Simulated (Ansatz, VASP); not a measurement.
**One calculation of Hf2S, two programs**

```
CELL_PARAMETERS angstrom
3.37427 0.00000 0.00000
-1.68714 2.92221 0.00000
0.00000 0.00000 11.71741
ATOMIC_POSITIONS crystal
Hf 0.66667 0.33333 0.89981
Hf 0.33333 0.66667 0.39981
Hf 0.66667 0.33333 0.60019
Hf 0.33333 0.66667 0.10019
S 0.00000 0.00000 0.75000
S 0.00000 0.00000 0.25000
```

Alike in both runs: task single point; functional PBEsol; k mesh 12 × 12 × 4; no spin polarisation.

|  | VASP | Ansatz |
| --- | --- | --- |
| version | VASP 6.6.1 | Ansatz 0.2.0 |
| potentials or method | VASP PAW PBE potentials, release 64 (Hf_pv, S), cutoff 520 eV | scalar-relativistic, plane waves, PAW |
| occupations | methfessel-paxton of order 1, width 0.05 eV | cold, width 0.05 eV |
| valence electrons in the cell | 52 | 116 |

|  | VASP | Ansatz | Ansatz less VASP |
| --- | --- | --- | --- |
| gap on the k mesh at the Fermi level (eV) | none | none | - |
| pressure (GPa) | -3.3 | -2.8 | +0.46 |
| traceless stress, the component that is largest in VASP (GPa) | 0.17 | 0.21 | +0.043 |
| rms of the force components (eV/Å) | 0.106 | 0.102 | -0.0036 |

VASP's potentials were made for PBE, not for PBEsol. Atom by atom the forces differ by 0.004 eV/Å (rms over components). A gap of «none» marks a metal or a gap that the smearing closes. VASP's potentials hold 52 valence electrons a cell and Ansatz's 116, so a difference there can come from the potentials and not from the codes.

Neither program's run includes spin-orbit coupling.
